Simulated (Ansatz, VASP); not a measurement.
# W: VASP beside Ansatz

```
CELL_PARAMETERS angstrom
3.15435 0.00000 0.00000
0.00000 3.15435 0.00000
0.00000 0.00000 27.61739
ATOMIC_POSITIONS crystal
W 0.50000 0.50000 0.27756
W 0.00000 0.00000 0.32805
W 0.50000 0.50000 0.38653
W 0.00000 0.00000 0.44305
W 0.50000 0.50000 0.50000
W 0.00000 0.00000 0.55695
W 0.50000 0.50000 0.61347
W 0.00000 0.00000 0.67195
W 0.50000 0.50000 0.72244
```

Alike in both runs: functional PBEsol; k mesh 11 × 11 × 1; occupations gaussian, width 0.1 eV; no spin polarisation.

Ansatz relaxed the structure, and its values are those at the end. VASP's run is a single point on that final structure, the one shown.

|  | VASP | Ansatz |
| --- | --- | --- |
| version | VASP 6.6.1 | Ansatz 0.2.0 |
| potentials or method | VASP PAW PBE potentials, release 64 (W_sv), cutoff 520 eV | scalar-relativistic, plane waves, PAW |
| valence electrons in the cell | 126 | 126 |

VASP gave:

```
gap on the k mesh at the Fermi level (eV) : none
rms of the force components (eV/Å)        : 0.018
```

**Question.** What did Ansatz give for the same quantities?

**Answer.** gap on the k mesh at the Fermi level (eV): none; rms of the force components (eV/Å): 0.004.

VASP's potentials were made for PBE, not for PBEsol. A gap of «none» marks a metal or a gap that the smearing closes.

Neither program's run includes spin-orbit coupling.
